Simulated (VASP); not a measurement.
Runs of VASP 6.6.1 on Os. The structure is hexagonal, space group P6_3/mmc (No. 194). Conventional cell: a = 2.734 Å, b = 2.734 Å, c = 4.320 Å, α = 90.00°, β = 90.00°, γ = 120.00°. Within 3.5 Å of Os (site symmetry -6m2) lie 12 Os at 2.68 to 2.73 Å. 

```tsv
task	level	spin	cell	gap on the mesh (eV)	pressure (GPa)
relaxation of the atoms	PBE	off	atoms relaxed	none	8.8
electric field gradients	PBE	off	as given	none	8.8
single point	PBE	off	as given	none	8.8
electric field gradients	PBE	non-collinear, zero start, SOC	as given	-	9.1
electric field gradients	r2SCAN	off	as given	none	(a)
```

Alike in all rows: potentials or basis VASP PAW PBE potentials, release 64 (Os); k mesh 14 × 14 × 8; cutoff (eV) 520; smearing fermi-dirac 0.05 eV.

**Question.** Estimate the missing entries.

**Answer.** (a) 2.0.

Caveats: spin-orbit coupling is left out, which moves the levels of the heavy elements (some runs); the relaxation stopped at its first step, so nothing moved (some runs); the PAW data sets were made with another functional, which shifts forces and pressure a little (some runs).

A k mesh can miss the band edges, and rows without SOC leave out spin-orbit coupling on Os.

A gap of «none» marks levels without a gap at the run's occupations.
